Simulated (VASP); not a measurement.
Write the native input for VASP 6.6.1 that does the following.

```
Task                   : single point
Functional             : PBE
Potentials or basis    : VASP PAW PBE potentials, release 64 (H)
Cutoff                 : 520 eV
k mesh                 : 2 × 2 × 2, shifted
Occupations            : fermi-dirac, width 0.1034 eV
Spin                   : no spin polarisation
Dipole correction      : no
Further INCAR settings : LREAL = Auto; ALGO = Normal; EDIFF = 1e-06; NBANDS = 22
```

The structure of H lies in POSCAR:

```
H
1.0
    0.0000000000      5.2013675077      4.1963218556
    0.0000000000     -5.2013675077      4.1963218556
    5.3160096616      0.0000000000     -4.1963218556
H
16
Direct
    0.0324064870      0.6273331088      0.4871539303
    0.4267582933     -0.0492982430      0.5107532102
    0.5040160206      0.4310661666      0.0447117321
    0.0757131216     -0.0209553025      0.0851251275
    0.4657577947      0.4050251124      0.3400364399
    0.9917479090      0.8314765960      0.3950361519
    1.0618334003      0.6614454260      0.1347557747
    0.5133579914      1.1784175156      0.1218227658
    0.4256392933      0.4050418254      0.4301901512
    0.0122068440     -0.0516065666      0.4733381164
    0.1735007639      0.6302516081      0.1508262872
    0.4662884890      0.0459075033      0.0812090322
    0.9925538565      0.5186952037      0.3881738619
    0.3901058168      1.0025695574      0.4429760572
    0.4190243191      0.3483527122     -0.0892507783
    1.0490895990      1.0362779682      0.0031423946
```

This cell differs from its parent crystal: dynamics (nvt nose hoover) at 1200 K, volume x 1.04, from the last frame before.

One way to write it, as run:

INCAR

```
PREC     = Accurate       # precision mode
ENCUT    = 520            # plane-wave cutoff, eV
EDIFF    = 1E-6           # SCF threshold, eV
ISMEAR   = -1             # smearing method
SIGMA    = 0.1034         # smearing width, eV
LREAL    = Auto         
LASPH    = True           # aspherical terms in the spheres
NELM     = 60             # most SCF steps
ALGO     = Normal         # electronic algorithm
ISIF     = 2              # what is computed and relaxed
LWAVE    = False          # write WAVECAR
LCHARG   = False          # write CHGCAR
GGA      = PE             # functional
NBANDS   = 22             # bands
```

KPOINTS

```
Automatic mesh
0
Gamma
  2 2 2
  0.5 0.5 0.5
```

Potentials or basis: VASP PAW PBE potentials, release 64 (H).

The run is started by

```console
$ cat potpaw_PBE.64/H/POTCAR > POTCAR
$ mpirun -np 1 vasp_std > vasp.out
```

It gave:

```
Pressure               : 1.9 GPa
Largest force          : 3.711 eV/Å
Band gap on the k mesh : 8.72 eV, indirect (least direct gap 8.74 eV)
```

Caveat: the k points lie up to 0.59 Å⁻¹ apart; forces of over 1 eV/Å act on the atoms, so gaps and moduli don't describe the material at rest.

Run time: 20 s on 1 thread of Intel(R) Xeon(R) 6975P-C (Granite Rapids) (shared host), peak memory 0.32 GiB.
